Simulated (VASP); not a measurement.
CdS (Hawleyite), 2 atoms in the cell. The structure is cubic, space group F-43m (No. 216). Conventional cell: a = 5.910 Å, b = 5.910 Å, c = 5.910 Å, α = 90.00°, β = 90.00°, γ = 90.00°. Cd (site symmetry -43m) has 4 S at 2.56 Å within 3.4 Å. S (site symmetry -43m) has 4 Cd at 2.56 Å within 3.4 Å. 

| Item | Value |
| --- | --- |
| Program | VASP 6.6.1 |
| Task | single point |
| Functional | BLYP |
| Dispersion | D4 |
| Potentials or basis | VASP PAW PBE potentials, release 64 (Cd, S) |
| Cutoff | 520 eV |
| k mesh | 8 × 8 × 8 |
| Occupations | fermi-dirac, width 0.05 eV |
| Spin | no spin polarisation |
| Dipole correction | no |
| Further INCAR settings | ALGO = Normal; EDIFF = 1e-07; NBANDS = 16 |

Potentials or basis: VASP PAW PBE potentials, release 64 (Cd, S).

Launch:

```sh
$ cat potpaw_PBE.64/Cd/POTCAR potpaw_PBE.64/S/POTCAR > POTCAR
$ mpirun -np 1 vasp_std > vasp.out
```

Hardware: 1 thread of Intel(R) Xeon(R) Platinum 8375C CPU @ 2.90GHz (Ice Lake) (shared host).

Question: How long does it take, and how much memory?

Answer: It took 28 s on 1 thread of Intel(R) Xeon(R) Platinum 8375C CPU @ 2.90GHz (Ice Lake), on a shared host, peak memory 0.18 GiB. Counts: scf iterations 14, k points 29.
